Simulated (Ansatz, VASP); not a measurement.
One calculation of CdSe4, two programs

File INCAR:

```
ALGO = Normal
EDIFF = 1E-6
EDIFFG = -0.01
ENCUT = 600
GGA = PE
IBRION = 2
ISIF = 3
ISMEAR = 0
LASPH = True
LCHARG = False
LREAL = False
LWAVE = False
NELM = 80
NSW = 100
PREC = Accurate
SIGMA = 0.1
```

File KPOINTS:

```
k-points
0
Gamma
  8 8 8
```

POSCAR

```
CdSe4
1.0
   -4.0394564323      4.0394564323      2.3436536048
    4.0394564323     -4.0394564323      2.3436536048
    4.0394564323      4.0394564323     -2.3436536048
Cd Se
1 4
Direct
    0.0000000000      0.0000000000      0.0000000000
    0.2734555873      0.1985085714      0.4719641587
    0.7265444127      0.8014914286      0.5280358413
    0.8014914286      0.2734555873      0.0749470159
    0.1985085714      0.7265444127      0.9250529841
```

Input for Ansatz:

```yaml
crystal:
  lattice:
    - [-4.0394564323, 4.0394564323, 2.3436536048]
    - [4.0394564323, -4.0394564323, 2.3436536048]
    - [4.0394564323, 4.0394564323, -2.3436536048]
  atoms:
    - { symbol: Cd, position: [0.0, 0.0, 0.0] }
    - { symbol: Se, position: [0.2734555873, 0.1985085714, 0.4719641587] }
    - { symbol: Se, position: [0.7265444127, 0.8014914286, 0.5280358413] }
    - { symbol: Se, position: [0.8014914286, 0.2734555873, 0.0749470159] }
    - { symbol: Se, position: [0.1985085714, 0.7265444127, 0.9250529841] }
basis:
  ecutwfc: 420
kpoints:
  mp_grid: { grid: [8, 8, 8] }
hamiltonian:
  xc: pbe
scf:
  occupations: { method: gaussian, width: 0.1 }
output:
  forces: true
  stress: true
  eigenvalues: true
relax:
  adjacent_minimum: "off"
  f_tol: 0.01
  max_steps: 80
  cell: { stress_tol: 0.05 }
```

Change from the starting cell: species swapped into the CrAu4 type (I4/m, No. 87).

Alike in both runs: task relaxation of cell and atoms; functional PBE; k mesh 8 × 8 × 8; occupations gaussian, width 0.1 eV; no spin polarisation.

```csv
,VASP,Ansatz
version,VASP 6.6.1,Ansatz 0.2.0
potentials or method,"VASP PAW PBE potentials, release 64 (Cd, Se), cutoff 600 eV","scalar-relativistic, plane waves, PAW"
valence electrons in the cell,36,84
```

|  | VASP | Ansatz | Ansatz less VASP |
| --- | --- | --- | --- |
| gap on the k mesh at the Fermi level, each at its own relaxed structure (eV) | none | none | - |
| relaxed volume (Å³/atom) | 30.53 | 30.32 | -0.212 |
| relaxed cell length with the largest relative difference (Å) | 6.241 | 6.222 | -0.0189 |

A gap of «none» marks a metal or a gap that the smearing closes. VASP's potentials hold 36 valence electrons a cell and Ansatz's 84, so a difference there can come from the potentials and not from the codes.
